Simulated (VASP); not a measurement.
# W (P6/mmm) in VASP: single point with PBE

Aim: the single point of W with PBE.

Program: VASP 6.6.1. These are calculated values, not measurements. Logs are shortened: lines on timing, memory, paths and dates and some standing lists are left out, and cuts for length are marked.

### Step 1. The cell of the first run

It takes space group P6/mmm (No. 191, hexagonal). The conventional cell has a = 2.907 Å, b = 2.907 Å, c = 2.837 Å, α = 90.00°, β = 90.00°, γ = 120.00°. W (site symmetry 6/mmm) has 8 W at 2.84 to 2.91 Å within 3.7 Å.

### Step 2. Single point, PBE

INCAR reads:

```
SYSTEM = W
ALGO     = Normal         ! electronic algorithm
EDIFF    = 1E-6           ! SCF threshold, eV
ENCUT    = 520            ! plane-wave cutoff, eV
GGA      = PE             ! functional
ISIF     = 2              ! what is computed and relaxed
ISMEAR   = -1             ! smearing method
LASPH    = .TRUE.         ! aspherical terms in the spheres
LCHARG   = .FALSE.        ! write CHGCAR
LREAL    = .FALSE.        ! projectors in reciprocal space
LWAVE    = .FALSE.        ! write WAVECAR
NBANDS   = 13             ! bands
NELM     = 100            ! most SCF steps
PREC     = Accurate       ! precision mode
SIGMA    = 0.2            ! smearing width, eV
```

KPOINTS reads:

```
k-points
0
G
  9 9 8
  0 0 0
```

POSCAR reads:

```
W
1.0
    2.9065000000      0.0000000000      0.0000000000
   -1.4532500000      2.5171028400      0.0000000000
    0.0000000000      0.0000000000      2.8366000000
W
1
Direct
    0.0000000000      0.0000000000      0.0000000000
```

Potentials or basis: VASP PAW PBE potentials, release 64 (W_sv).

Started as:

```
$ cat potpaw_PBE.64/W_sv/POTCAR > POTCAR
$ mpirun -np 1 vasp_std > vasp.out
```

OUTCAR:

```text
SYSTEM = W
   EDIFF = 1E-6
   ENCUT = 520
   GGA = PE
   ISIF = 2
   ISMEAR = -1
   LASPH = .TRUE.
   LREAL = .FALSE.
   NELM = 100
   PREC = Accurate

 ion  position               nearest neighbor table
   1  0.000  0.000  0.000-

  LATTYP: Found a hexagonal cell.
 ALAT       =     2.9065000000
 C/A-ratio  =     0.9759504559

  Lattice vectors:

 A1 = (   2.9065000000,   0.0000000000,   0.0000000000)
 A2 = (  -1.4532500000,   2.5171028400,   0.0000000000)
 A3 = (   0.0000000000,   0.0000000000,   2.8366000000)

Analysis of symmetry for initial positions (statically):
=====================================================================
 Subroutine PRICEL returns:
 Original cell was already a primitive cell.

 Routine SETGRP: Setting up the symmetry group for a
 hexagonal supercell.

 Subroutine GETGRP returns: Found 24 space group operations
 (whereof 24 operations were pure point group operations)
 out of a pool of 24 trial point group operations.

The static configuration has the point symmetry D_6h.

Analysis of symmetry for dynamics (positions and initial velocities):
=====================================================================
 Subroutine PRICEL returns:
 Original cell was already a primitive cell.

 Routine SETGRP: Setting up the symmetry group for a
 hexagonal supercell.

 Subroutine GETGRP returns: Found 24 space group operations
 (whereof 24 operations were pure point group operations)
 out of a pool of 24 trial point group operations.

The dynamic configuration has the point symmetry D_6h.

 Subroutine INISYM returns: Found 24 space group operations
 (whereof 24 operations are pure point group operations),
 and found     1 'primitive' translations

----------------------------------------------------------------------------------------

                                     Primitive cell

  volume of cell :      20.7525

  direct lattice vectors                    reciprocal lattice vectors
     2.906500000  0.000000000  0.000000000     0.344056425  0.198641069  0.000000000
    -1.453250000  2.517102840  0.000000000     0.000000000  0.397282139  0.000000000
     0.000000000  0.000000000  2.836600000     0.000000000  0.000000000  0.352534725

  length of vectors
     2.906500000  2.906500003  2.836600000     0.397282139  0.397282139  0.352534725

  position of ions in fractional coordinates (direct lattice)
     0.000000000  0.000000000  0.000000000

  ion indices of the primitive-cell ions
[... 75 lines left out ...]
   LREAL  =      F    real-space projection
   EDIFFG = 0.1E-04   stopping-criterion for IOM
   NSW    =      0    number of steps for IOM
   IBRION =     -1    ionic relax: 0-MD 1-quasi-New 2-CG
   NFREE  =      0    steps in history (QN), initial steepest desc. (CG)
   ISIF   =      2    stress and relaxation
   ISYM   =      2    0-nonsym 1-usesym 2-fastsym
   POTIM  = 0.5000    time-step for ionic-motion
   TEBEG  =    0.0;   TEEND  =   0.0 temperature during run
   PSTRESS=    0.0 pullay stress
   NELECT =      14.0000    total number of electrons
   NUPDOWN=      -1.0000    fix difference up-down
   EMIN   =  10.00;   EMAX   =-10.00  energy-range for DOS
   EFERMI =   0.00;   METHOD = LEGACY
   ISMEAR =    -1;   SIGMA  =   0.20  broadening in eV -4-tet -1-fermi 0-gaus
   EFERMI_NEDOS =   21; number of points for ismear=-14 and -15
   IALGO  =     38    algorithm
   IMIX   =      4    mixing-type and parameters
     AMIX     =   0.40;   BMIX     =  1.00
     AMIX_MAG =   1.60;   BMIX_MAG =  1.00
  volume/ion in A,a.u.               =      20.75       140.04
  Fermi-wavevector in a.u.,A,eV,Ry     =   1.435801  2.713271 28.048761  2.061526
  Thomas-Fermi vector in A             =   2.555060
   LORBIT       =      0    0 simple, 1 ext, 2 COOP (PROOUT), +10 PAW based schemes
   GGA     = PE    functional components
   LHFCALC =     F    Hartree Fock is set to
   AEXX    =    0.0000 exact exchange contribution
   IVDW    =     0    specifies the selected vdW correction
   LEPSILON=     F    determine dielectric tensor
   LRPA    =     F    only Hartree local field effects (RPA)
 non-spin polarized calculation
  energy-cutoff  :      520.00
  volume of cell :       20.75
 maximum number of plane-waves:       575
 NGX is ok and might be reduce to    24
   NGX = 11   NGY = 11   NGZ = 11

 number of electron      14.0000000 magnetization

 Free energy of the ion-electron system (eV)
  ---------------------------------------------------
  ext. energy  EPLUGINS =         0.00000000
  ---------------------------------------------------
  free energy    TOTEN  =       -11.52424348 eV

  energy without entropy =      -11.36866972  energy(sigma->0) =      -11.44645660

 E-fermi :   7.8887     XC(G=0): -12.0803

 val. band max:        7.8882543358   @ k =   0.3333   0.1111   0.3750
 cond. band min:       7.8895734138   @ k =   0.3333   0.3333   0.2500
 fundamental gap:      0.0013190780
 Fermi energy:         7.8886983174

 k-point     1 :       0.0000    0.0000    0.0000
  band No.  band energies     occupation
      1     -66.3909      2.00000
      2     -30.2980      2.00000
      3     -30.1318      2.00000
      4     -30.1318      2.00000
      5      -0.1386      2.00000
      6       4.3343      2.00000
      7       7.3601      1.86717
      8       7.3601      1.86717
      9      11.5936      0.00000
     10      11.5936      0.00000
     11      20.2206      0.00000
     12      20.4689      0.00000
     13      26.1480      0.00000
[... 354 lines left out ...]
  band No.  band energies     occupation
      1     -66.3250      2.00000
      2     -30.6239      2.00000
      3     -30.6239      2.00000
      4     -30.2971      2.00000
      5       5.7481      1.99996
      6       5.8399      1.99993
      7       5.8399      1.99993
      8       8.7523      0.02631
      9       8.7523      0.02631
     10      13.5675      0.00000
     11      16.1378      0.00000
     12      16.1378      0.00000
     13      26.0188      0.00000

 [... further k-points ...]
[... 5 lines left out ...]
  --------------------------------------------------------------------------------------
  -------------------------------------------------------------------------------------
  Total       -3.1416776     -3.1416777     -3.9573374      0.0000000     -0.0000000      0.0000000
  in kB     -242.5508600   -242.5508607   -305.5232600      0.0000000     -0.0000000      0.0000000
  external PRESSURE =    -263.5416602 kB  Pullay stress =       0.0000000 kB

 VOLUME and BASIS-vectors are now :
 -----------------------------------------------------------------------------
  energy-cutoff  :      520.00
  volume of cell :       20.75
      direct lattice vectors                 reciprocal lattice vectors
     2.906500000  0.000000000  0.000000000     0.344056425  0.198641069  0.000000000
    -1.453250000  2.517102840  0.000000000     0.000000000  0.397282139  0.000000000
     0.000000000  0.000000000  2.836600000     0.000000000  0.000000000  0.352534725

 POSITION                                       TOTAL-FORCE (eV/Angst)
 -----------------------------------------------------------------------------------
      0.00000      0.00000      0.00000        -0.000000      0.000000      0.000000
 -----------------------------------------------------------------------------------
    total drift:                                0.000000      0.000000      0.000000

  FREE ENERGIE OF THE ION-ELECTRON SYSTEM (eV)
  ---------------------------------------------------
  free  energy   TOTEN  =       -11.5242434829 eV

  energy  without entropy=      -11.3686697181  energy(sigma->0) =      -11.44645660
```

OSZICAR:

```text
N       E                     dE             d eps       ncg     rms          rms(c)
DAV:   1     0.880663367364E+02    0.88066E+02   -0.75621E+03  1560   0.116E+03
DAV:   2    -0.102316502756E+02   -0.98298E+02   -0.94162E+02  1700   0.310E+02
DAV:   3    -0.121189503791E+02   -0.18873E+01   -0.18658E+01  1830   0.420E+01
DAV:   4    -0.121303220247E+02   -0.11372E-01   -0.11370E-01  1700   0.357E+00
DAV:   5    -0.121304543582E+02   -0.13233E-03   -0.13233E-03  1860   0.372E-01    0.132E+01
DAV:   6    -0.116237350289E+02    0.50672E+00   -0.55554E-01  1595   0.870E+00    0.449E+00
DAV:   7    -0.115271853725E+02    0.96550E-01   -0.20561E-01  1730   0.493E+00    0.751E-01
DAV:   8    -0.115242399283E+02    0.29454E-02   -0.43741E-03  1625   0.790E-01    0.804E-02
DAV:   9    -0.115242464555E+02   -0.65272E-05   -0.14275E-04  1880   0.141E-01    0.370E-02
DAV:  10    -0.115242441778E+02    0.22776E-05   -0.89233E-06  1685   0.322E-02    0.736E-03
DAV:  11    -0.115242434829E+02    0.69495E-06   -0.11729E-06  1311   0.125E-02
   1 F= -.11524243E+02 E0= -.11446457E+02  d E =-.155574E+00
```

It took 4.4 s on 1 thread of Intel Xeon 6975P-C (Granite Rapids), shared host; peak memory 0.14 GiB.

Results:

| Quantity | Value |
| --- | --- |
| Free energy | -11.5242 eV |
| Pressure | -26.4 GPa |
| Band gap on the k mesh | zero (band 7 reaches 8.58 eV, above the bottom of band 8 at 7.02 eV) |

Caveat: spin-orbit coupling is left out, which moves the levels of the heavy elements.
